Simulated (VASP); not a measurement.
Write the native input for VASP 6.6.1 that does the following.

* Task: single point
* Functional: PBE
* Potentials or basis: VASP PAW PBE potentials, release 64 (B, P)
* Cutoff: 520 eV
* k mesh: 12 × 12 × 12
* Occupations: gaussian, width 0.05 eV
* Spin: no spin polarisation
* Dipole correction: no
* Further INCAR settings: ALGO = Normal; EDIFF = 1e-06; NBANDS = 11

The structure of BP lies in POSCAR:

```
BP
1.0
    0.0000000000      2.3965759078      2.3021862707
    2.3021862707      0.0000000000      2.3021862707
    2.3021862707      2.3965759078      0.0000000000
B P
1 1
Direct
    0.0000000000      0.0000000000      0.0000000000
    0.7500000000      0.7500000000      0.7500000000
```

The input as run:

INCAR

```
PREC = Accurate
ENCUT = 520
EDIFF = 1E-6
ISMEAR = 0
SIGMA = 0.05
LREAL = F
LASPH = T
NELM = 100
ALGO = Normal
ISIF = 2
LWAVE = F
LCHARG = F
GGA = PE
NBANDS = 11
```

KPOINTS

```
Automatic mesh
0
Gamma
  12 12 12
```

Potentials or basis: VASP PAW PBE potentials, release 64 (B, P).

Command:

```bash
$ cat potpaw_PBE.64/B/POTCAR potpaw_PBE.64/P/POTCAR > POTCAR
$ mpirun -np 1 vasp_std > vasp.out
```

It gave:

```json
{
 "Pressure": "-10.9 GPa",
 "Band gap on the k mesh": "1.06 eV (least direct gap 3.09 eV)"
}
```

Caveat: the stress differs along the axes, from -18 to -7 GPa.

It took 17 s on 1 thread of Intel(R) Xeon(R) 6975P-C (Granite Rapids), on a shared host, peak memory 0.17 GiB.
